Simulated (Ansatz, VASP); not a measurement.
## TePb in VASP and in Ansatz

The input POSCAR:

```
TePb
1.0
    0.0000000000      3.3076750000      3.3076750000
    3.3076750000      0.0000000000      3.3076750000
    3.3076750000      3.3076750000      0.0000000000
Te Pb
1 1
Direct
    0.5000000000      0.5000000000      0.5000000000
    0.0000000000      0.0000000000      0.0000000000
```

File INCAR.step1:

```
  PREC = Accurate
  ENCUT = 520
  ISMEAR = 0
  SIGMA = 0.05
  LREAL = False
  LASPH = True
  NELM = 60
  NBANDS = 17
  GGA = PE
  ALGO = Normal
  EDIFF = 1E-4
  LWAVE = True
  LCHARG = False
```

File INCAR.step2:

```
  PREC = Accurate
  ENCUT = 520
  EDIFF = 1E-7
  ISMEAR = 0
  SIGMA = 0.05
  LREAL = False
  LASPH = True
  NELM = 60
  ALGO = Normal
  ISIF = 2
  LWAVE = False
  LCHARG = True
  METAGGA = R2SCAN
  LMIXTAU = True
  LELF = True
  LVHAR = True
  NBANDS = 17
  ISTART = 1
```

KPOINTS

```
regular mesh
0
Gamma
  8 8 8
```

Input for Ansatz:

```yaml
crystal:
  lattice:
    - [0.0, 3.307675, 3.307675]
    - [3.307675, 0.0, 3.307675]
    - [3.307675, 3.307675, 0.0]
  atoms:
    - { symbol: Te, position: [0.5, 0.5, 0.5] }
    - { symbol: Pb, position: [0.0, 0.0, 0.0] }
basis:
  ecutwfc: 500
kpoints:
  mp_grid: { grid: [8, 8, 8] }
hamiltonian:
  xc: r2scan
scf:
  occupations: { method: gaussian, width: 0.05 }
output:
  forces: true
  stress: true
  eigenvalues: true
```

Change from the starting cell: strain +0.025 along x and y, +0.025 along z, atoms carried along.

Alike in both runs: task single point; functional r2SCAN; k mesh 8 × 8 × 8; occupations gaussian, width 0.05 eV; no spin polarisation.

|  | VASP | Ansatz |
| --- | --- | --- |
| version | VASP 6.6.1 | Ansatz 0.2.0 |
| potentials or method | VASP PAW PBE potentials, release 64 (Te, Pb_d), cutoff 520 eV | scalar-relativistic, plane waves, PAW |
| valence electrons in the cell | 20 | 30 |

|  | VASP | Ansatz | Ansatz less VASP |
| --- | --- | --- | --- |
| gap on the k mesh at the Fermi level (eV) | 1.16 | 1.16 | -0.003 |
| least direct gap on the mesh (eV) | 1.16 | 1.16 | -0.003 |
| pressure (GPa) | -1.4 | -1.4 | +0.01 |

VASP's potentials were made for PBE, not for r2SCAN. With one functional, cell and mesh, what is left measures potentials, basis and numerics. VASP's potentials hold 20 valence electrons a cell and Ansatz's 30, so a difference there can come from the potentials and not from the codes.

Spin-orbit coupling is off throughout.
